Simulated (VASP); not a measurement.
# Al in VASP: further runs

Runs on Al. Level: LDA. Tasks: single point.

Everything below comes from runs of VASP 6.6.1. Logs are shortened: lines on timing, memory, paths and dates and some standing lists are left out, and cuts for length are marked.

## Step 1: The cell of the first run

The cell holds a slab with vacuum, 2 atoms: a = 2.817 Å, b = 3.983 Å, c = 17.408 Å, α = 90.00°, β = 90.00°, γ = 90.00°.

## Step 2: Single point, LDA

INCAR reads:

```
SYSTEM = Al
PREC = Accurate
ENCUT = 520
EDIFF = 1E-6
ISMEAR = -1
SIGMA = 0.08
LREAL = .False.
LASPH = .True.
NELM = 60
ALGO = Normal
ISIF = 2
LWAVE = .False.
LCHARG = .False.
LDIPOL = .True.
IDIPOL = 3
DIPOL = 0.5 0.5 0.500
NBANDS = 10
```

KPOINTS reads:

```
regular mesh
0
Gamma
  14 10 1
  0 0 0
```

POSCAR reads:

```
Al
1.0
    2.8165331402      0.0000000000      0.0000000000
    0.0000000000      3.9831793658      0.0000000000
    0.0000000000      0.0000000000     17.4083000000
Al
2
Direct
    0.2500000000      0.2500000000      0.4716991044
    0.7500000000      0.7500000000      0.5283008956
```

Potentials or basis: VASP PAW LDA potentials, release 64 (Al).

Run with:

```console
$ cat potpaw_LDA.64/Al/POTCAR > POTCAR
$ mpirun -np 1 vasp_std > vasp.out
```

OUTCAR:

```text
SYSTEM = Al
   PREC = Accurate
   ENCUT = 520
   EDIFF = 1E-6
   ISMEAR = -1
   LREAL = .False.
   LASPH = .True.
   NELM = 60
   ISIF = 2

 ion  position               nearest neighbor table
   1  0.250  0.250  0.472-   2 2.63   2 2.63   2 2.63   2 2.63
   2  0.750  0.750  0.528-   1 2.63   1 2.63   1 2.63   1 2.63

  LATTYP: Found a simple orthorhombic cell.
 ALAT       =     2.8165331402
 B/A-ratio  =     1.4142135624
 C/A-ratio  =     6.1807545424

  Lattice vectors:

 A1 = (   2.8165331402,   0.0000000000,   0.0000000000)
 A2 = (   0.0000000000,   3.9831793658,   0.0000000000)
 A3 = (   0.0000000000,   0.0000000000,  17.4083000000)

Analysis of symmetry for initial positions (statically):
=====================================================================
 Subroutine PRICEL returns:
 Original cell was already a primitive cell.

 Routine SETGRP: Setting up the symmetry group for a
 simple orthorhombic supercell.

 Subroutine GETGRP returns: Found  8 space group operations
 (whereof  2 operations were pure point group operations)
 out of a pool of  8 trial point group operations.

The static configuration has the point symmetry S_2 .
 The point group associated with its full space group is D_2h.

Analysis of symmetry for dynamics (positions and initial velocities):
=====================================================================
 Subroutine PRICEL returns:
 Original cell was already a primitive cell.

 Routine SETGRP: Setting up the symmetry group for a
 simple orthorhombic supercell.

 Subroutine GETGRP returns: Found  8 space group operations
 (whereof  2 operations were pure point group operations)
 out of a pool of  8 trial point group operations.

The dynamic configuration has the point symmetry S_2 .
 The point group associated with its full space group is D_2h.

 Subroutine INISYM returns: Found  8 space group operations
 (whereof  2 operations are pure point group operations),
 and found     1 'primitive' translations

----------------------------------------------------------------------------------------

                                     Primitive cell

  volume of cell :     195.2995

  direct lattice vectors                    reciprocal lattice vectors
     2.816533140  0.000000000  0.000000000     0.355046417  0.000000000  0.000000000
     0.000000000  3.983179366  0.000000000     0.000000000  0.251055729  0.000000000
     0.000000000  0.000000000 17.408300000     0.000000000  0.000000000  0.057443863

  length of vectors
     2.816533140  3.983179366 17.408300000     0.355046417  0.251055729  0.057443863

  position of ions in fractional coordinates (direct lattice)
     0.250000000  0.250000000  0.471699104
     0.750000000  0.750000000  0.528300896

  ion indices of the primitive-cell ions
   primitive index   ion index
                 1           1
                 2           2

----------------------------------------------------------------------------------------

 KPOINTS: regular mesh

Automatic generation of k-mesh.
 Grid dimensions read from file:
 generate k-points for:   14   10    1

 Generating k-lattice:

  Cartesian coordinates                     Fractional coordinates (reciprocal lattice)
     0.025360458  0.000000000  0.000000000     0.071428571  0.000000000  0.000000000
     0.000000000  0.025105573  0.000000000     0.000000000  0.100000000  0.000000000
     0.000000000  0.000000000  0.057443863     0.000000000  0.000000000  1.000000000

  Length of vectors
     0.025360458  0.025105573  0.057443863

  Shift w.r.t. Gamma in fractional coordinates (k-lattice)
     0.000000000  0.000000000  0.000000000

 Subroutine IBZKPT returns following result:
 ===========================================

 Found     48 irreducible k-points:

 Following reciprocal coordinates:
            Coordinates               Weight
  0.000000  0.000000  0.000000      1.000000
  0.071429  0.000000  0.000000      2.000000
  0.142857  0.000000  0.000000      2.000000
  0.214286  0.000000  0.000000      2.000000
  0.285714  0.000000  0.000000      2.000000
  0.357143  0.000000  0.000000      2.000000
[... 16 lines left out ...]
  0.428571  0.200000  0.000000      4.000000
  0.500000  0.200000  0.000000      2.000000
 [... further k-points ...]
   k-points           NKPTS =     48   k-points in BZ     NKDIM =     48   number of bands    NBANDS=     10
   number of dos      NEDOS =    301   number of ions     NIONS =      2
   total plane-waves  NPLWV = 100800
   dimension x,y,z NGX =    24 NGY =   30 NGZ =  140
   dimension x,y,z NGXF=    48 NGYF=   60 NGZF=  280
   ions per type =               2
   NGX,Y,Z   is equivalent  to a cutoff of  14.17, 12.52, 13.37 a.u.
   NGXF,Y,Z  is equivalent  to a cutoff of  28.33, 25.04, 26.74 a.u.
 SYSTEM =  Al
   PREC   = accura    normal or accurate (medium, high low for compatibility)
   ISTART =      0    job   : 0-new  1-cont  2-samecut
   ICHARG =      2    charge: 1-file 2-atom 10-const
   ISPIN  =      1    spin polarized calculation?
   LNONCOLLINEAR =      F non collinear calculations
   LSORBIT =      F    spin-orbit coupling
   LASPH  =      T    aspherical Exc in radial PAW
   ENCUT  =  520.0 eV  38.22 Ry    6.18 a.u.   5.24  7.41 32.37*2*pi/ulx,y,z
   NELM   =     60;   NELMIN=  2; NELMDL= -5     # of ELM steps
   EDIFF  = 0.1E-05   stopping-criterion for ELM
   LREAL  =      F    real-space projection
   EDIFFG = 0.1E-04   stopping-criterion for IOM
   NSW    =      0    number of steps for IOM
   IBRION =     -1    ionic relax: 0-MD 1-quasi-New 2-CG
   NFREE  =      0    steps in history (QN), initial steepest desc. (CG)
   ISIF   =      2    stress and relaxation
   ISYM   =      2    0-nonsym 1-usesym 2-fastsym
   POTIM  = 0.5000    time-step for ionic-motion
   TEBEG  =    0.0;   TEEND  =   0.0 temperature during run
   PSTRESS=    0.0 pullay stress
   NELECT =       6.0000    total number of electrons
   NUPDOWN=      -1.0000    fix difference up-down
   EMIN   =  10.00;   EMAX   =-10.00  energy-range for DOS
   EFERMI =   0.00;   METHOD = LEGACY
   ISMEAR =    -1;   SIGMA  =   0.08  broadening in eV -4-tet -1-fermi 0-gaus
   EFERMI_NEDOS =   21; number of points for ismear=-14 and -15
   IALGO  =     38    algorithm
   IMIX   =      4    mixing-type and parameters
     AMIX     =   0.40;   BMIX     =  1.00
     AMIX_MAG =   1.60;   BMIX_MAG =  1.00
  volume/ion in A,a.u.               =      97.65       658.97
  Fermi-wavevector in a.u.,A,eV,Ry     =   0.512733  0.968926  3.576910  0.262895
  Thomas-Fermi vector in A             =   1.526862
   LORBIT       =      0    0 simple, 1 ext, 2 COOP (PROOUT), +10 PAW based schemes
   GGA     = CA    functional components
   LHFCALC =     F    Hartree Fock is set to
   AEXX    =    0.0000 exact exchange contribution
   IVDW    =     0    specifies the selected vdW correction
   LEPSILON=     F    determine dielectric tensor
   LRPA    =     F    only Hartree local field effects (RPA)
 non-spin polarized calculation
  energy-cutoff  :      520.00
  volume of cell :      195.30
 maximum number of plane-waves:      5326
 NGX is ok and might be reduce to    24
   NGX = 11   NGY = 15   NGZ = 65

 number of electron       6.0000000 magnetization

 dipolmoment           0.000000      0.000000     -0.000000 electrons x Angstroem

 Free energy of the ion-electron system (eV)
  ---------------------------------------------------
  ext. energy  EPLUGINS =         0.00000000
  ---------------------------------------------------
  free energy    TOTEN  =        -6.75778701 eV

  energy without entropy =       -6.72977324  energy(sigma->0) =       -6.74378013

 E-fermi :  -2.1478     XC(G=0):  -2.8198

 val. band max:       -2.1567027463   @ k =   0.2143   0.5000   0.0000
 cond. band min:      -2.1277493726   @ k =   0.0000   0.4000   0.0000
 fundamental gap:      0.0289533737
 Fermi energy:        -2.1477720327

 k-point     1 :       0.0000    0.0000    0.0000
  band No.  band energies     occupation
      1     -11.0983      2.00000
      2      -5.3249      2.00000
      3      -3.0733      1.99998
      4      -1.0042      0.00000
      5      -0.8535      0.00000
      6       1.6873      0.00000
      7       2.0380      0.00000
      8       3.2205      0.00000
      9       3.5654      0.00000
     10       3.7305      0.00000

 k-point     2 :       0.0714    0.0000    0.0000
  band No.  band energies     occupation
      1     -11.0039      2.00000
      2      -5.2332      2.00000
      3      -2.9887      1.99995
      4      -0.9145      0.00000
      5      -0.7837      0.00000
      6       1.7782      0.00000
      7       2.1335      0.00000
      8       3.3137      0.00000
      9       3.6540      0.00000
     10       3.6979      0.00000

 k-point     3 :       0.1429    0.0000    0.0000
  band No.  band energies     occupation
      1     -10.7212      2.00000
      2      -4.9588      2.00000
      3      -2.7347      1.99870
      4      -0.6466      0.00000
      5      -0.6217      0.00000
      6       1.9139      0.00000
      7       2.2891      0.00000
      8       2.4197      0.00000
      9       3.5927      0.00000
     10       3.9183      0.00000
[... 248 lines left out ...]
 k-point    23 :       0.4286    0.2000    0.0000
  band No.  band energies     occupation
      1      -7.4032      2.00000
      2      -4.9316      2.00000
      3      -2.3786      1.89418
      4      -1.2514      0.00003
      5      -0.0380      0.00000
      6       1.1464      0.00000
      7       2.5426      0.00000
      8       4.5332      0.00000
      9       4.8681      0.00000
     10       5.1034      0.00000

 k-point    24 :       0.5000    0.2000    0.0000
  band No.  band energies     occupation
      1      -6.2345      2.00000
      2      -6.2345      2.00000
      3      -1.2881      0.00004
      4      -1.2881      0.00004
      5      -0.1056      0.00000
      6      -0.1056      0.00000
      7       3.5768      0.00000
      8       3.5768      0.00000
      9       5.4539      0.00000
     10       5.4539      0.00000

 [... further k-points ...]

------------------------ aborting loop because EDIFF is reached ----------------------------------------

 vacuum level on the upper side and lower side of the slab       (xc-potential included)        -0.088        -0.088

  FORCE on cell =-STRESS in cart. coord.  units (eV):
  Direction    XX          YY          ZZ          XY          YZ          ZX
  --------------------------------------------------------------------------------------
  -------------------------------------------------------------------------------------
  Total       -1.6124615      1.2793214      0.0063035      0.0000000      0.0000000      0.0000000
  in kB      -13.2281417     10.4951620      0.0517121      0.0000000      0.0000000      0.0000000
  external PRESSURE =      -0.8937559 kB  Pullay stress =       0.0000000 kB

 VOLUME and BASIS-vectors are now :
 -----------------------------------------------------------------------------
  energy-cutoff  :      520.00
  volume of cell :      195.30
      direct lattice vectors                 reciprocal lattice vectors
     2.816533140  0.000000000  0.000000000     0.355046417  0.000000000  0.000000000
     0.000000000  3.983179366  0.000000000     0.000000000  0.251055729  0.000000000
     0.000000000  0.000000000 17.408300000     0.000000000  0.000000000  0.057443863

 POSITION                                       TOTAL-FORCE (eV/Angst)
 -----------------------------------------------------------------------------------
      0.70413      0.99579      8.21148         0.000000      0.000000     -0.007707
      2.11240      2.98738      9.19682         0.000000     -0.000000      0.007707
 -----------------------------------------------------------------------------------
    total drift:                               -0.000000     -0.000000     -0.000000

  FREE ENERGIE OF THE ION-ELECTRON SYSTEM (eV)
  ---------------------------------------------------
  free  energy   TOTEN  =        -6.7577870121 eV

  energy  without entropy=       -6.7297732399  energy(sigma->0) =       -6.74378013

 vacuum level on the upper side and lower side of the slab         2.014         2.014
```

Wall time 69 s (1 thread of AMD EPYC 9R45 (Zen 5), shared host); peak memory 0.24 GiB.

Results:

```
Free energy            : -6.7578 eV
Largest force          : 0.008 eV/Å
Band gap on the k mesh : zero (band 3 reaches -0.88 eV, above the bottom of band 4 at -3.87 eV)
```

Forces on the atoms (eV/Å):
```
Al   0.000  0.000 -0.008
Al   0.000  0.000  0.008
```

## Step 3: Single point, LDA

INCAR reads:

```
PREC     = Accurate       # precision mode
ENCUT    = 520            # plane-wave cutoff, eV
EDIFF    = 1E-6           # SCF threshold, eV
ISMEAR   = -1             # smearing method
SIGMA    = 0.08           # smearing width, eV
LREAL    = False          # projectors in reciprocal space
LASPH    = True           # aspherical terms in the spheres
NELM     = 80             # most SCF steps
ALGO     = Normal         # electronic algorithm
ISIF     = 2              # what is computed and relaxed
LWAVE    = False          # write WAVECAR
LCHARG   = True           # write CHGCAR
LDIPOL   = True         
IDIPOL   = 3            
DIPOL    = 0.5 0.5 0.500
LELF     = True           # ELF
LVHAR    = True         
LVACPOTAV= True         
EFIELD   = -0.2         
NBANDS   = 10             # bands
```

KPOINTS reads:

```
regular mesh
0
Gamma
  14 10 1
```

POSCAR is that of step 2.

Potentials or basis: VASP PAW LDA potentials, release 64 (Al).

Run with:

```console
$ cat potpaw_LDA.64/Al/POTCAR > POTCAR
$ mpirun -np 1 vasp_std > vasp.out
```

OUTCAR:

```text
PREC = Accurate
   ENCUT = 520
   EDIFF = 1E-6
   ISMEAR = -1
   LREAL = False
   LASPH = True
   NELM = 80
   ISIF = 2

 ion  position               nearest neighbor table
   1  0.250  0.250  0.472-   2 2.63   2 2.63   2 2.63   2 2.63
   2  0.750  0.750  0.528-   1 2.63   1 2.63   1 2.63   1 2.63

  LATTYP: Found a simple orthorhombic cell.
 ALAT       =     2.8165331402
 B/A-ratio  =     1.4142135624
 C/A-ratio  =     6.1807545424

  Lattice vectors:

 A1 = (   2.8165331402,   0.0000000000,   0.0000000000)
 A2 = (   0.0000000000,   3.9831793658,   0.0000000000)
 A3 = (   0.0000000000,   0.0000000000,  17.4083000000)

Analysis of symmetry for initial positions (statically):
=====================================================================
 Subroutine PRICEL returns:
 Original cell was already a primitive cell.

 Routine SETGRP: Setting up the symmetry group for a
 simple orthorhombic supercell.

 Subroutine GETGRP returns: Found  8 space group operations
 (whereof  2 operations were pure point group operations)
 out of a pool of  8 trial point group operations.

[... 168 lines left out ...]

 val. band max:       -2.1708711010   @ k =   0.2143   0.5000   0.0000
 cond. band min:      -2.1489887151   @ k =   0.2143   0.5000   0.0000
 fundamental gap:      0.0218823858
 Fermi energy:        -2.1510316206

 k-point     1 :       0.0000    0.0000    0.0000
  band No.  band energies     occupation
      1     -11.1016      2.00000
      2      -5.3282      2.00000
      3      -3.0766      1.99998
      4      -1.0166      0.00000
      5      -0.8552      0.00000
      6       1.3310      0.00000
      7       2.1213      0.00000
      8       3.0856      0.00000
      9       3.5622      0.00000
     10       3.9586      0.00000
[... 287 lines left out ...]
 k-point    24 :       0.5000    0.2000    0.0000
  band No.  band energies     occupation
      1      -6.2378      2.00000
      2      -6.2377      2.00000
      3      -1.2961      0.00005
      4      -1.2865      0.00004
      5      -0.1139      0.00000
      6      -0.1038      0.00000
      7       3.5620      0.00000
      8       3.5799      0.00000
      9       5.4116      0.00000
     10       5.4559      0.00000

 [... further k-points ...]
[... 5 lines left out ...]
  --------------------------------------------------------------------------------------
  -------------------------------------------------------------------------------------
  Total       -1.6079965      1.2827394     -0.0015664      0.0000000      0.0000000      0.0000000
  in kB      -13.1915121     10.5232028     -0.0128504      0.0000000      0.0000000      0.0000000
  external PRESSURE =      -0.8937199 kB  Pullay stress =       0.0000000 kB

 VOLUME and BASIS-vectors are now :
 -----------------------------------------------------------------------------
  energy-cutoff  :      520.00
  volume of cell :      195.30
      direct lattice vectors                 reciprocal lattice vectors
     2.816533140  0.000000000  0.000000000     0.355046417  0.000000000  0.000000000
     0.000000000  3.983179366  0.000000000     0.000000000  0.251055729  0.000000000
     0.000000000  0.000000000 17.408300000     0.000000000  0.000000000  0.057443863

 POSITION                                       TOTAL-FORCE (eV/Angst)
 -----------------------------------------------------------------------------------
      0.70413      0.99579      8.21148         0.000000      0.000000     -0.008718
      2.11240      2.98738      9.19682         0.000000      0.000000      0.008718
 -----------------------------------------------------------------------------------
    total drift:                               -0.000000     -0.000000     -0.000034

  FREE ENERGIE OF THE ION-ELECTRON SYSTEM (eV)
  ---------------------------------------------------
  free  energy   TOTEN  =        -6.7629911724 eV

  energy  without entropy=       -6.7349895786  energy(sigma->0) =       -6.74899038
```

OSZICAR:

```text
N       E                     dE             d eps       ncg     rms          rms(c)
DAV:   1     0.126324035621E+02    0.12632E+02   -0.17920E+03   960   0.377E+02
DAV:   2    -0.656498421927E+01   -0.19197E+02   -0.17534E+02  1368   0.577E+01
DAV:   3    -0.727399029854E+01   -0.70901E+00   -0.69730E+00  1280   0.112E+01
[... 12 lines left out ...]
DAV:  16    -0.676295185951E+01   -0.13446E-03   -0.19264E-05  1088   0.113E-02    0.138E-03
DAV:  17    -0.676297774688E+01   -0.25887E-04   -0.24188E-06  1144   0.455E-03    0.119E-03
DAV:  18    -0.676298939396E+01   -0.11647E-04   -0.97714E-07  1076   0.256E-03    0.247E-04
DAV:  19    -0.676299071622E+01   -0.13223E-05   -0.51398E-08  1060   0.778E-04    0.444E-04
DAV:  20    -0.676299117237E+01   -0.45615E-06   -0.18825E-08  1084   0.410E-04
   1 F= -.67629912E+01 E0= -.67489904E+01  d E =-.280016E-01
```

It took 70 s on 1 thread of AMD EPYC 9R45 (Zen 5), shared host; peak memory 0.23 GiB.

What came out:

| Property | Result |
| --- | --- |
| Free energy | -6.7630 eV |
| Largest force | 0.009 eV/Å |
| Band gap on the k mesh | zero (band 3 reaches -0.90 eV, above the bottom of band 4 at -3.88 eV) |

Forces on the atoms (eV/Å):
```
Al   0.000  0.000 -0.009
Al   0.000  0.000  0.009
```

## Step 4: Single point, LDA

INCAR reads:

```
PREC = Accurate
ENCUT = 520
EDIFF = 1E-6
ISMEAR = -1
SIGMA = 0.08
LREAL = F
LASPH = T
NELM = 80
ALGO = Normal
ISIF = 2
LWAVE = F
LCHARG = T
LDIPOL = T
IDIPOL = 3
DIPOL = 0.5 0.5 0.500
GGA = CA
LELF = T
LVHAR = T
LVACPOTAV = T
NBANDS = 10
EFIELD = -0.2
```

KPOINTS is that of step 3.

POSCAR is that of step 3.

Run with:

```console
$ cat potpaw_LDA.64/Al/POTCAR > POTCAR
$ mpirun -np 1 vasp_std > vasp.out
```

Run time: 68 s. Hardware: 1 thread of AMD EPYC 9R45 (Zen 5), shared host; peak memory 0.23 GiB.

The run converged. Its results:

- Free energy: -6.7630 eV
- Largest force: 0.009 eV/Å
- Band gap on the k mesh: zero (band 3 reaches -0.90 eV, above the bottom of band 4 at -3.88 eV)

Forces in eV/Å, atoms in the order of the input:
```
Al   0.000  0.000 -0.009
Al   0.000  0.000  0.009
```

Levels at points of the mesh, in eV from the Fermi level:
```csv
k point,band 1,band 2,band 3,band 4,band 5,band 6,band 7
"(0.00, 0.00, 0.00)",-8.95,-3.18,-0.93,1.13,1.30,3.48,4.27
"(0.50, 0.00, 0.00)",-4.43,-4.43,1.25,1.28,3.24,3.24,5.61
"(0.00, 0.50, 0.00)",-6.71,-6.71,-0.83,-0.81,3.96,3.99,5.86
"(0.50, 0.50, 0.00)",-2.70,-2.70,-1.72,-1.72,3.25,3.28,3.85
```
